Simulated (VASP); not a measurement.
Here is a VASP 6.6.1 calculation.

File INCAR:

```
PREC     = Accurate       # precision mode
ENCUT    = 600            # plane-wave cutoff, eV
EDIFF    = 1E-6           # SCF threshold, eV
ISMEAR   = -1             # smearing method
SIGMA    = 0.08           # smearing width, eV
LREAL    = False          # projectors in reciprocal space
LASPH    = True           # aspherical terms in the spheres
NELM     = 100            # most SCF steps
ALGO     = Normal         # electronic algorithm
ISIF     = 3              # what is computed and relaxed
LWAVE    = False          # write WAVECAR
LCHARG   = False          # write CHGCAR
IBRION   = 2              # ionic algorithm
NSW      = 60             # ionic steps
EDIFFG   = -0.005         # ionic threshold
```

Contents of KPOINTS:

```
Automatic mesh
0
Gamma
  15 15 15
```

The input POSCAR:

```
AlCo
1.0
    0.0000000000      2.4137972614      2.4137972614
    2.4137972614      0.0000000000      2.4137972614
    2.4137972614      2.4137972614      0.0000000000
Co Al
1 1
Direct
    0.0000000000      0.0000000000      0.0000000000
    0.5000000000      0.5000000000      0.5000000000
```

Potentials or basis: VASP PAW LDA potentials, release 64 (Co, Al).

Run with:

```console
$ cat potpaw_LDA.64/Co/POTCAR potpaw_LDA.64/Al/POTCAR > POTCAR
$ mpirun -np 1 vasp_std > vasp.out
```

**Question.** Estimate the relaxed volume.

**Answer.** 12.84 Å³/atom.

**Question.** Predict the space group after relaxing (to 0.1 Å).

**Answer.** Fm-3m (No. 225).

Final structure:
```
Co Al
1.0
     0.00000    2.34159    2.34159
     2.34159    0.00000    2.34159
     2.34159    2.34159    0.00000
Co Al
1 1
Direct
  0.00000 0.00000 0.00000
  0.50000 0.50000 0.50000
```

Caveat: the run has no spin polarisation, though such a crystal can be magnetic. Spin polarisation is off, so any magnetic state and its effect on volume and gap are missing.
